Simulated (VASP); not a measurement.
Here is a VASP 6.6.1 calculation.

INCAR

```
ALGO = Normal ; EDIFF = 1E-6
ENCUT = 520 ; GGA = PE
ISIF = 2 ; ISMEAR = 0
LASPH = T ; LCHARG = T
LELF = T ; LREAL = F
LVHAR = T ; LWAVE = F
NBANDS = 13 ; NELM = 60
PREC = Accurate ; SIGMA = 0.1
```

File KPOINTS:

```
k-points
0
Gamma
  12 10 10
```

POSCAR

```
Se
1.0
    0.2094754715      2.9571297875      2.9571297875
    3.4819124146     -0.0340061643      3.2006114233
    3.4819124146      3.2006114233     -0.0340061643
Se
2
Direct
    0.4564793880      0.4891025128      0.4891025128
    0.7935206120      0.7608974872      0.7608974872
```

Potentials or basis: VASP PAW PBE potentials, release 64 (Se).

Command:

```sh
$ cat potpaw_PBE.64/Se/POTCAR > POTCAR
$ mpirun -np 1 vasp_std > vasp.out
```

(1) Predict the pressure.

(2) What does it give for the largest force?

Results:

(1) 0.8 GPa.

(2) 0.614 eV/Å.

Caveat: the cell differs from its parent crystal (strained and its atoms moved).
